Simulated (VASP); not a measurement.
Here is a VASP 6.6.1 calculation.

The input INCAR:

```
PREC = Accurate
ENCUT = 520
EDIFF = 1E-7
ISMEAR = 0
SIGMA = 0.05
LREAL = F
LASPH = T
NELM = 80
ALGO = Normal
ISIF = 2
LWAVE = F
LCHARG = T
GGA = PE
LELF = T
LVHAR = T
NBANDS = 31
```

File KPOINTS:

```
regular mesh
0
Gamma
  12 12 12
```

The input POSCAR:

```
C
1.0
    1.2220000000      0.7055220289     10.3670139469
   -1.2220000000      0.7055220289     10.3670139469
    0.0000000000     -1.4110440579     10.3670139469
C
10
Direct
    0.0248257000      0.0248257000      0.0248257000
    0.9751743000      0.9751743000      0.9751743000
    0.1086810650      0.1086810650      0.1086810650
    0.8913189350      0.8913189350      0.8913189350
    0.1583663742      0.1583663742      0.1583663742
    0.8416336258      0.8416336258      0.8416336258
    0.3748589682      0.3748589682      0.3748589682
    0.6251410318      0.6251410318      0.6251410318
    0.4253192967      0.4253192967      0.4253192967
    0.5746807033      0.5746807033      0.5746807033
```

Potentials or basis: VASP PAW PBE potentials, release 64 (C).

The run is started by

```sh
$ cat potpaw_PBE.64/C/POTCAR > POTCAR
$ mpirun -np 1 vasp_std > vasp.out
```

(1) Predict the pressure.

(2) Estimate the largest force.

(3) Predict the band gap on the k mesh.

## Answers

(1) 30.9 GPa.

(2) 0.204 eV/Å.

(3) 4.76 eV (least direct gap 4.86 eV).

Caveat: the stress differs along the axes, from 4 to 45 GPa.
